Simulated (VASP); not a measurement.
A run of VASP 6.6.1:

Contents of INCAR:

```
SYSTEM = Al4Ni
ALGO = Normal ; EDIFF = 1E-7
EDIFFG = -0.01 ; ENCUT = 600
GGA = PE ; GGA_COMPAT = .FALSE.
IBRION = 2 ; ISIF = 3
ISMEAR = 0 ; LASPH = .TRUE.
LCHARG = .FALSE. ; LREAL = .FALSE.
LWAVE = .FALSE. ; NELM = 120
NELMIN = 4 ; NSW = 100
PREC = Accurate ; SIGMA = 0.1
```

KPOINTS

```
k-points
0
G
  12 12 12
  0 0 0
```

The input POSCAR:

```
Al4Ni
1.0
   -3.0833740127      3.0833740127      1.9304151655
    3.0833740127     -3.0833740127      1.9304151655
    3.0833740127      3.0833740127     -1.9304151655
Al Ni
4 1
Direct
    0.7950231757      0.6057364372      0.4007596129
    0.3942635628      0.7950231757      0.1892867386
    0.6057364372      0.2049768243      0.8107132614
    0.2049768243      0.3942635628      0.5992403871
    0.0000000000      0.0000000000      0.0000000000
```

Potentials or basis: VASP PAW PBE potentials, release 64 (Al, Ni).

The run is started by

```console
$ cat potpaw_PBE.64/Al/POTCAR potpaw_PBE.64/Ni/POTCAR > POTCAR
$ mpirun -np 1 vasp_std > vasp.out
```

Hardware: 1 thread of Intel(R) Xeon(R) Platinum 8259CL CPU @ 2.50GHz (Skylake/Cascade Lake), with other jobs on the host.

**Question.** How long does it take, and how much memory?

**Answer.** Wall time 14 min on 1 thread of Intel(R) Xeon(R) Platinum 8259CL CPU @ 2.50GHz (Skylake/Cascade Lake), on a shared host, peak memory 0.5 GiB. Counts: scf iterations 37, k points 242, ion steps 4.
